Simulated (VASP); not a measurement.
# Na3SbTe3 (P2_13) in VASP: single point with PBE

Aim: the single point of Na3SbTe3 with PBE.

Program: VASP 6.6.1. These are calculated values, not measurements. Logs are shortened: lines on timing, memory, paths and dates and some standing lists are left out, and cuts for length are marked.

## 1. The cell of the first run

Symmetry: P2_13, No. 198, cubic system. The conventional cell has a = 9.678 Å, b = 9.678 Å, c = 9.678 Å, α = 90.00°, β = 90.00°, γ = 90.00°. Na (site symmetry 3) has 6 Te at 3.29 to 3.50 Å and 2 Na at 3.81 to 4.40 Å and 3 Sb at 3.84 Å within 4.5 Å. Na (site symmetry 3) has 6 Te at 3.24 to 3.45 Å and 1 Sb at 3.70 Å and 4 Na at 3.71 to 3.81 Å within 4.3 Å. Within 4.5 Å of Na (site symmetry 3) lie 6 Te at 3.25 to 3.40 Å and 4 Na at 3.71 to 4.40 Å and 3 Sb at 4.29 Å. Sb (site symmetry 3) has 6 Te at 2.83 to 3.96 Å and 4 Na at 3.70 to 3.84 Å within 4.0 Å. Within 3.7 Å of Te (site symmetry 1) lie 1 Sb at 2.83 Å and 6 Na at 3.24 to 3.50 Å.

## 2. Single point, PBE

Contents of INCAR:

```
SYSTEM = Na3SbTe3
PREC = Accurate ; ENCUT = 520
EDIFF = 1E-6 ; ISMEAR = -1
SIGMA = 0.02 ; LREAL = Auto
LASPH = .TRUE. ; NELM = 100
ALGO = Normal ; ISIF = 2
LWAVE = .FALSE. ; LCHARG = .FALSE.
GGA = PE ; NBANDS = 108
```

Contents of KPOINTS:

```
Automatic mesh
0
G
  3 3 3
  0 0 0
```

Contents of POSCAR:

```
Na3SbTe3
1.0
    9.6783730000      0.0000000000      0.0000000000
    0.0000000000      9.6783730000      0.0000000000
    0.0000000000      0.0000000000      9.6783730000
Na Sb Te
12 4 12
Direct
    0.5900301114      0.9099698886      0.0900301114
    0.1828694986      0.1828694986      0.1828694986
    0.3171305014      0.8171305014      0.6828694986
    0.6828694986      0.3171305014      0.8171305014
    0.9099698886      0.0900301114      0.5900301114
    0.0900301114      0.5900301114      0.9099698886
    0.4099698886      0.4099698886      0.4099698886
    0.3274484999      0.1725515001      0.8274484999
    0.1725515001      0.8274484999      0.3274484999
    0.8274484999      0.3274484999      0.1725515001
    0.6725515001      0.6725515001      0.6725515001
    0.8171305014      0.6828694986      0.3171305014
    0.0381223786      0.4618776214      0.5381223786
    0.4618776214      0.5381223786      0.0381223786
    0.9618776214      0.9618776214      0.9618776214
    0.5381223786      0.0381223786      0.4618776214
    0.2597377033      0.1193125109      0.5028151294
    0.7402622967      0.6193125109      0.9971848706
    0.3806874891      0.4971848706      0.7597377033
    0.9971848706      0.7402622967      0.6193125109
    0.4971848706      0.7597377033      0.3806874891
    0.1193125109      0.5028151294      0.2597377033
    0.5028151294      0.2597377033      0.1193125109
    0.6193125109      0.9971848706      0.7402622967
    0.8806874891      0.0028151294      0.2402622967
    0.0028151294      0.2402622967      0.8806874891
    0.2402622967      0.8806874891      0.0028151294
    0.7597377033      0.3806874891      0.4971848706
```

Potentials or basis: VASP PAW PBE potentials, release 64 (Na_pv, Sb, Te).

Started as:

```
$ cat potpaw_PBE.64/Na_pv/POTCAR potpaw_PBE.64/Sb/POTCAR potpaw_PBE.64/Te/POTCAR > POTCAR
$ mpirun -np 1 vasp_std > vasp.out
```

OUTCAR:

```text
SYSTEM = Na3SbTe3
   PREC = Accurate
   ENCUT = 520
   EDIFF = 1E-6
   ISMEAR = -1
   LREAL = Auto
   LASPH = .TRUE.
   NELM = 100
   ISIF = 2
   GGA = PE

 ion  position               nearest neighbor table
   1  0.590  0.910  0.090-
   2  0.183  0.183  0.183-
   3  0.317  0.817  0.683-
   4  0.683  0.317  0.817-
   5  0.910  0.090  0.590-
   6  0.090  0.590  0.910-
   7  0.410  0.410  0.410-
   8  0.327  0.173  0.827-
   9  0.173  0.827  0.327-
  10  0.827  0.327  0.173-
  11  0.673  0.673  0.673-
  12  0.817  0.683  0.317-
  13  0.038  0.462  0.538-  20 2.83  22 2.83  28 2.83
  14  0.462  0.538  0.038-  18 2.83  19 2.83  23 2.83
  15  0.962  0.962  0.962-  25 2.83  26 2.83  27 2.83
  16  0.538  0.038  0.462-  17 2.83  21 2.83  24 2.83
  17  0.260  0.119  0.503-  16 2.83
  18  0.740  0.619  0.997-  14 2.83
  19  0.381  0.497  0.760-  14 2.83
  20  0.997  0.740  0.619-  13 2.83
  21  0.497  0.760  0.381-  16 2.83
  22  0.119  0.503  0.260-  13 2.83
  23  0.503  0.260  0.119-  14 2.83
  24  0.619  0.997  0.740-  16 2.83
  25  0.881  0.003  0.240-  15 2.83
  26  0.003  0.240  0.881-  15 2.83
  27  0.240  0.881  0.003-  15 2.83
  28  0.760  0.381  0.497-  13 2.83

  LATTYP: Found a simple cubic cell.
 ALAT       =     9.6783730000

  Lattice vectors:

 A1 = (   9.6783730000,   0.0000000000,   0.0000000000)
 A2 = (   0.0000000000,   9.6783730000,   0.0000000000)
 A3 = (   0.0000000000,   0.0000000000,   9.6783730000)

Analysis of symmetry for initial positions (statically):
=====================================================================
 Subroutine PRICEL returns:
 Original cell was already a primitive cell.

 Routine SETGRP: Setting up the symmetry group for a
 simple cubic supercell.

 Subroutine GETGRP returns: Found 12 space group operations
 (whereof  3 operations were pure point group operations)
 out of a pool of 48 trial point group operations.

The static configuration has the point symmetry C_3 .
 The point group associated with its full space group is T   .

Analysis of symmetry for dynamics (positions and initial velocities):
=====================================================================
 Subroutine PRICEL returns:
 Original cell was already a primitive cell.

 Routine SETGRP: Setting up the symmetry group for a
 simple cubic supercell.

 Subroutine GETGRP returns: Found 12 space group operations
 (whereof  3 operations were pure point group operations)
 out of a pool of 48 trial point group operations.

The dynamic configuration has the point symmetry C_3 .
 The point group associated with its full space group is T   .

 Subroutine INISYM returns: Found 12 space group operations
 (whereof  3 operations are pure point group operations),
 and found     1 'primitive' translations

----------------------------------------------------------------------------------------

                                     Primitive cell

  volume of cell :     906.5819

  direct lattice vectors                    reciprocal lattice vectors
     9.678373000  0.000000000  0.000000000     0.103323152  0.000000000  0.000000000
     0.000000000  9.678373000  0.000000000     0.000000000  0.103323152  0.000000000
     0.000000000  0.000000000  9.678373000     0.000000000  0.000000000  0.103323152

  length of vectors
     9.678373000  9.678373000  9.678373000     0.103323152  0.103323152  0.103323152

  position of ions in fractional coordinates (direct lattice)
     0.590030111  0.909969889  0.090030111
     0.182869499  0.182869499  0.182869499
     0.317130501  0.817130501  0.682869499
     0.682869499  0.317130501  0.817130501
     0.909969889  0.090030111  0.590030111
     0.090030111  0.590030111  0.909969889
[... 20 lines left out ...]
     0.240262297  0.880687489  0.002815129
     0.759737703  0.380687489  0.497184871

  ion indices of the primitive-cell ions
   primitive index   ion index
                 1           1
                 2           2
                 3           3
                 4           4
                 5           5
                 6           6
[... 20 lines left out ...]
                27          27
                28          28

----------------------------------------------------------------------------------------

 KPOINTS: Automatic mesh

Automatic generation of k-mesh.
 Grid dimensions read from file:
 generate k-points for:    3    3    3

 Generating k-lattice:

  Cartesian coordinates                     Fractional coordinates (reciprocal lattice)
     0.034441051  0.000000000  0.000000000     0.333333333  0.000000000  0.000000000
     0.000000000  0.034441051  0.000000000     0.000000000  0.333333333  0.000000000
     0.000000000  0.000000000  0.034441051     0.000000000  0.000000000  0.333333333

  Length of vectors
     0.034441051  0.034441051  0.034441051

  Shift w.r.t. Gamma in fractional coordinates (k-lattice)
     0.000000000  0.000000000  0.000000000

 Subroutine IBZKPT returns following result:
 ===========================================

 Found      4 irreducible k-points:

 Following reciprocal coordinates:
            Coordinates               Weight
  0.000000  0.000000  0.000000      1.000000
  0.333333  0.000000  0.000000      6.000000
  0.333333  0.333333  0.000000     12.000000
  0.333333  0.333333  0.333333      8.000000
   k-points           NKPTS =      4   k-points in BZ     NKDIM =      4   number of bands    NBANDS=    108
   number of dos      NEDOS =    301   number of ions     NIONS =     28
   total plane-waves  NPLWV = 373248
   dimension x,y,z NGX =    72 NGY =   72 NGZ =   72
   dimension x,y,z NGXF=   144 NGYF=  144 NGZF=  144
   ions per type =              12   4  12
   NGX,Y,Z   is equivalent  to a cutoff of  12.37, 12.37, 12.37 a.u.
   NGXF,Y,Z  is equivalent  to a cutoff of  24.73, 24.73, 24.73 a.u.
 SYSTEM =  Na3SbTe3
   PREC   = accura    normal or accurate (medium, high low for compatibility)
   ISTART =      0    job   : 0-new  1-cont  2-samecut
   ICHARG =      2    charge: 1-file 2-atom 10-const
   ISPIN  =      1    spin polarized calculation?
   LNONCOLLINEAR =      F non collinear calculations
   LSORBIT =      F    spin-orbit coupling
   LASPH  =      T    aspherical Exc in radial PAW
   ENCUT  =  520.0 eV  38.22 Ry    6.18 a.u.  18.00 18.00 18.00*2*pi/ulx,y,z
   NELM   =    100;   NELMIN=  2; NELMDL= -5     # of ELM steps
   EDIFF  = 0.1E-05   stopping-criterion for ELM
   LREAL  =      T    real-space projection
   EDIFFG = 0.1E-04   stopping-criterion for IOM
   NSW    =      0    number of steps for IOM
   IBRION =     -1    ionic relax: 0-MD 1-quasi-New 2-CG
   NFREE  =      0    steps in history (QN), initial steepest desc. (CG)
   ISIF   =      2    stress and relaxation
   ISYM   =      2    0-nonsym 1-usesym 2-fastsym
   POTIM  = 0.5000    time-step for ionic-motion
   TEBEG  =    0.0;   TEEND  =   0.0 temperature during run
   PSTRESS=    0.0 pullay stress
   NELECT =     176.0000    total number of electrons
   NUPDOWN=      -1.0000    fix difference up-down
   EMIN   =  10.00;   EMAX   =-10.00  energy-range for DOS
   EFERMI =   0.00;   METHOD = LEGACY
   ISMEAR =    -1;   SIGMA  =   0.02  broadening in eV -4-tet -1-fermi 0-gaus
   EFERMI_NEDOS =   21; number of points for ismear=-14 and -15
   IALGO  =     38    algorithm
   IMIX   =      4    mixing-type and parameters
     AMIX     =   0.40;   BMIX     =  1.00
     AMIX_MAG =   1.60;   BMIX_MAG =  1.00
  volume/ion in A,a.u.               =      32.38       218.50
  Fermi-wavevector in a.u.,A,eV,Ry     =   0.947931  1.791330 12.225829  0.898573
  Thomas-Fermi vector in A             =   2.076071
   LORBIT       =      0    0 simple, 1 ext, 2 COOP (PROOUT), +10 PAW based schemes
   GGA     = PE    functional components
   LHFCALC =     F    Hartree Fock is set to
   AEXX    =    0.0000 exact exchange contribution
   IVDW    =     0    specifies the selected vdW correction
   LEPSILON=     F    determine dielectric tensor
   LRPA    =     F    only Hartree local field effects (RPA)
 non-spin polarized calculation
  energy-cutoff  :      520.00
  volume of cell :      906.58
 maximum number of plane-waves:     24462
 NGX is ok and might be reduce to    72
   NGX = 35   NGY = 35   NGZ = 35

 number of electron     175.9999903 magnetization

 Free energy of the ion-electron system (eV)
  ---------------------------------------------------
  ext. energy  EPLUGINS =         0.00000000
  ---------------------------------------------------
  free energy    TOTEN  =       -87.98638440 eV

  energy without entropy =      -87.98638440  energy(sigma->0) =      -87.98638440

 E-fermi :   3.0827     XC(G=0):  -8.1176

 val. band max:        2.5989876735   @ k =   0.3333   0.3333   0.0000
 cond. band min:       4.0976169272   @ k =   0.3333   0.3333   0.3333
 fundamental gap:      1.4986292537
 Fermi energy:         3.0826506488

 k-point     1 :       0.0000    0.0000    0.0000
  band No.  band energies     occupation
      1     -21.0667      2.00000
      2     -21.0667      2.00000
      3     -21.0667      2.00000
      4     -21.0666      2.00000
      5     -21.0666      2.00000
      6     -21.0666      2.00000
[... 92 lines left out ...]
     99       5.6562      0.00000
    100       5.6562      0.00000

 k-point     2 :       0.3333    0.0000    0.0000
  band No.  band energies     occupation
      1     -21.0667      2.00000
      2     -21.0667      2.00000
      3     -21.0666      2.00000
      4     -21.0666      2.00000
      5     -21.0666      2.00000
      6     -21.0666      2.00000
[... 92 lines left out ...]
     99       5.6519      0.00000
    100       5.7299      0.00000

 k-point     3 :       0.3333    0.3333    0.0000
  band No.  band energies     occupation
      1     -21.0667      2.00000
      2     -21.0667      2.00000
      3     -21.0667      2.00000
      4     -21.0666      2.00000
      5     -21.0666      2.00000
      6     -21.0666      2.00000
[... 92 lines left out ...]
     99       5.8845      0.00000
    100       5.9825      0.00000

 k-point     4 :       0.3333    0.3333    0.3333
  band No.  band energies     occupation
      1     -21.0667      2.00000
      2     -21.0667      2.00000
      3     -21.0667      2.00000
      4     -21.0667      2.00000
      5     -21.0666      2.00000
      6     -21.0666      2.00000
[... 92 lines left out ...]
     99       5.8000      0.00000
    100       5.9802      0.00000
 [bands above 100 left out]

------------------------ aborting loop because EDIFF is reached ----------------------------------------

  FORCE on cell =-STRESS in cart. coord.  units (eV):
  Direction    XX          YY          ZZ          XY          YZ          ZX
  --------------------------------------------------------------------------------------
  -------------------------------------------------------------------------------------
  Total        0.3983522      0.3983522      0.3983522      0.0000000     -0.0000000     -0.0000000
  in kB        0.7039970      0.7039970      0.7039970      0.0000000     -0.0000000     -0.0000000
  external PRESSURE =       0.7039970 kB  Pullay stress =       0.0000000 kB

 VOLUME and BASIS-vectors are now :
 -----------------------------------------------------------------------------
  energy-cutoff  :      520.00
  volume of cell :      906.58
      direct lattice vectors                 reciprocal lattice vectors
     9.678373000  0.000000000  0.000000000     0.103323152  0.000000000  0.000000000
     0.000000000  9.678373000  0.000000000     0.000000000  0.103323152  0.000000000
     0.000000000  0.000000000  9.678373000     0.000000000  0.000000000  0.103323152

 POSITION                                       TOTAL-FORCE (eV/Angst)
 -----------------------------------------------------------------------------------
      5.71053      8.80703      0.87134        -0.001064      0.001064     -0.001064
      1.76988      1.76988      1.76988         0.001533      0.001533      0.001533
      3.06931      7.90849      6.60907        -0.001533     -0.001533      0.001533
      6.60907      3.06931      7.90849         0.001533     -0.001533     -0.001533
      8.80703      0.87134      5.71053         0.001064     -0.001064     -0.001064
      0.87134      5.71053      8.80703        -0.001064     -0.001064      0.001064
[... 20 lines left out ...]
      2.32535      8.52362      0.02725         0.032360     -0.007767      0.002445
      7.35302      3.68444      4.81194        -0.032360     -0.007767     -0.002445
 -----------------------------------------------------------------------------------
    total drift:                                0.000000     -0.000001      0.000000

  FREE ENERGIE OF THE ION-ELECTRON SYSTEM (eV)
  ---------------------------------------------------
  free  energy   TOTEN  =       -87.9863844049 eV

  energy  without entropy=      -87.9863844048  energy(sigma->0) =      -87.98638440
```

Wall time 7.5 min (1 thread of AMD EPYC 7R13 (Zen 3), shared host); peak memory 0.83 GiB.

Results:

- Free energy: -87.9864 eV
- Pressure: 0.1 GPa
- Largest force: 0.049 eV/Å
- Band gap on the k mesh: 1.50 eV (least direct gap 1.53 eV)

Forces in eV/Å, atoms in the order of the input:
```
Na  -0.001  0.001 -0.001
Na   0.002  0.002  0.002
Na  -0.002 -0.002  0.002
Na   0.002 -0.002 -0.002
Na   0.001 -0.001 -0.001
Na  -0.001 -0.001  0.001
Na   0.001  0.001  0.001
Na  -0.001  0.001 -0.001
Na   0.001 -0.001 -0.001
Na  -0.001 -0.001  0.001
Na   0.001  0.001  0.001
Na  -0.002  0.002 -0.002
Sb   0.029 -0.029  0.029
Sb  -0.029  0.029  0.029
Sb  -0.029 -0.029 -0.029
Sb   0.029  0.029 -0.029
Te  -0.032  0.008  0.002
Te   0.032  0.008 -0.002
Te  -0.008 -0.002 -0.032
Te  -0.002  0.032  0.008
Te  -0.002 -0.032 -0.008
Te   0.008  0.002 -0.032
Te   0.002 -0.032  0.008
Te   0.008 -0.002  0.032
Te  -0.008  0.002  0.032
Te   0.002  0.032 -0.008
Te   0.032 -0.008  0.002
Te  -0.032 -0.008 -0.002
```

Caveat: spin-orbit coupling is left out, which moves the levels of the heavy elements; an odd mesh through Γ misses points on the zone boundary, where band edges can lie.
